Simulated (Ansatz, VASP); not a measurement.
**CoSi2 in VASP and in Ansatz**

```
Co Si
1.0
     3.86771    0.00000   -0.00169
    -1.93385    3.34953    0.00169
    -1.93517    1.11727    3.05300
Co Si
1 2
Direct
  0.00000 0.00000 0.00000
  0.25306 0.74694 0.75963
  0.74694 0.25306 0.24037
```

Change from the starting cell: band edges of the strained film's bulk.

Alike in both runs: task single point; functional PBE; k mesh 9 × 9 × 11; occupations gaussian, width 0.1 eV; no spin polarisation.

|  | VASP | Ansatz |
| --- | --- | --- |
| version | VASP 6.6.1 | Ansatz 0.2.0 |
| potentials or method | VASP PAW PBE potentials, release 64 (Co, Si), cutoff 600 eV | scalar-relativistic, plane waves, PAW |
| valence electrons in the cell | 17 | 25 |

```csv
,VASP,Ansatz,Ansatz less VASP
gap on the k mesh at the Fermi level (eV),none,none,-
pressure (GPa),-4.6,-4.4,+0.23
"traceless stress, the component that is largest in VASP (GPa)",4.42,4.43,+0.012
```

A gap of «none» marks a metal or a gap that the smearing closes. The functional is the same, so the differences come from potentials, cutoffs and numerics. VASP's potentials hold 17 valence electrons a cell and Ansatz's 25, so a difference there can come from the potentials and not from the codes.
